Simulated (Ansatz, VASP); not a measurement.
**YAl3N4: VASP beside Ansatz**

```xyz
8
Lattice="-3.2840 0.0000 0.0000 0.0000 5.6881 0.0000 1.6420 -2.8440 -5.1865" Properties=species:S:1:pos:R:3 pbc="T T T"
Y     0.0000    1.8960    0.0000
Al   -1.6420    4.7400    0.0000
Al   -1.6420    0.9480   -2.5932
Al    0.0000    3.7920   -2.5932
N    -1.6420   -0.9480   -3.2053
N     0.0000    1.8960   -3.2053
N    -1.6420    0.9480   -0.6120
N     0.0000    3.7920   -0.6120
```

Alike in both runs: task single point; functional PBEsol; k mesh 6 × 6 × 6; occupations gaussian, width 0.1 eV; no spin polarisation.

|  | VASP | Ansatz |
| --- | --- | --- |
| version | VASP 6.6.1 | Ansatz 0.2.0 |
| potentials or method | VASP PAW PBE potentials, release 64 (Y_sv, Al, N), cutoff 600 eV | scalar-relativistic, plane waves, PAW |
| valence electrons in the cell | 40 | 40 |

|  | VASP | Ansatz | Ansatz less VASP |
| --- | --- | --- | --- |
| gap on the k mesh at the Fermi level (eV) | 2.22 | 2.21 | -0.010 |
| least direct gap on the mesh (eV) | 2.93 | 2.92 | -0.009 |
| pressure (GPa) | 7.5 | 7.8 | +0.26 |
| traceless stress, the component that is largest in VASP (GPa) | -0.79 | -0.79 | +0.007 |
| rms of the force components (eV/Å) | 2.069 | 2.073 | +0.0037 |

VASP's potentials were made for PBE, not for PBEsol, and Ansatz warns of the same on its side. Atom by atom the forces differ by 0.006 eV/Å (rms over components). The functional is the same, so the differences come from potentials, cutoffs and numerics.
